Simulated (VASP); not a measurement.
Here is a VASP 6.6.1 calculation.

POSCAR

```
BN
1.0
    2.5652471307      0.0000000000      0.0000000000
   -1.2751471375      2.2258689588      0.0000000000
   -0.6450499966     -1.1129344794      3.0914814829
B N
1 1
Direct
    0.9796430000      0.9834990000      0.0018060000
    0.6685060000      0.3323850000      0.9849990000
```

Contents of INCAR.step1:

```
ALGO     = Normal         # electronic algorithm
EDIFF    = 1E-4           # SCF threshold, eV
ENCUT    = 520            # plane-wave cutoff, eV
GGA      = PE             # functional
ISMEAR   = 0              # smearing method
LASPH    = True           # aspherical terms in the spheres
LCHARG   = False          # write CHGCAR
LREAL    = False          # projectors in reciprocal space
LWAVE    = True           # write WAVECAR
NBANDS   = 11             # bands
NELM     = 80             # most SCF steps
PREC     = Accurate       # precision mode
SIGMA    = 0.01           # smearing width, eV
```

Contents of INCAR.step2:

```
ALGO     = Normal         # electronic algorithm
EDIFF    = 1E-6           # SCF threshold, eV
ENCUT    = 520            # plane-wave cutoff, eV
ISIF     = 2              # what is computed and relaxed
ISMEAR   = 0              # smearing method
ISTART   = 1            
LASPH    = True           # aspherical terms in the spheres
LCHARG   = False          # write CHGCAR
LMIXTAU  = True         
LREAL    = False          # projectors in reciprocal space
LWAVE    = False          # write WAVECAR
METAGGA  = R2SCAN         # meta-GGA
NBANDS   = 11             # bands
NELM     = 80             # most SCF steps
PREC     = Accurate       # precision mode
SIGMA    = 0.01           # smearing width, eV
```

File KPOINTS:

```
k-points
0
Gamma
  10 10 6
```

Potentials or basis: VASP PAW PBE potentials, release 64 (B, N).

Command:

```bash
$ cat potpaw_PBE.64/B/POTCAR potpaw_PBE.64/N/POTCAR > POTCAR
$ cp INCAR.step1 INCAR
$ mpirun -np 1 vasp_std > vasp.out
$ cp INCAR.step2 INCAR
$ mpirun -np 1 vasp_std > vasp.out
```

(1) What does it give for the pressure?

(2) What does it give for the largest force?

(3) What does it give for the band gap on the k mesh?

Answers

(1) -15.4 GPa.

(2) 2.341 eV/Å.

(3) 3.34 eV, indirect (least direct gap 5.10 eV).

Caveat: the PAW data sets were made with another functional, which shifts forces and pressure a little.
